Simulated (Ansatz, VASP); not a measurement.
**GaN in VASP and in Ansatz**

```xyz
2
Lattice="0.0000 1.9925 1.9925 1.9925 0.0000 1.9925 1.9925 1.9925 0.0000" Properties=species:S:1:pos:R:3 pbc="T T T"
Ga    1.9925    1.9925    1.9925
N     0.0000    0.0000    0.0000
```

Alike in both runs: task single point; functional PBE; k mesh 10 × 10 × 10; occupations gaussian, width 0.05 eV; no spin polarisation.

```csv
,VASP,Ansatz
version,VASP 6.6.1,Ansatz 0.2.0
potentials or method,"VASP PAW PBE potentials, release 64 (Ga_d, N), cutoff 520 eV","scalar-relativistic, plane waves, PAW"
valence electrons in the cell,18,18
```

|  | VASP | Ansatz | Ansatz less VASP |
| --- | --- | --- | --- |
| gap on the k mesh at the Fermi level (eV) | 1.82 | 1.83 | +0.013 |
| least direct gap on the mesh (eV) | 5.21 | 5.19 | -0.021 |

With one functional, cell and mesh, what is left measures potentials, basis and numerics.
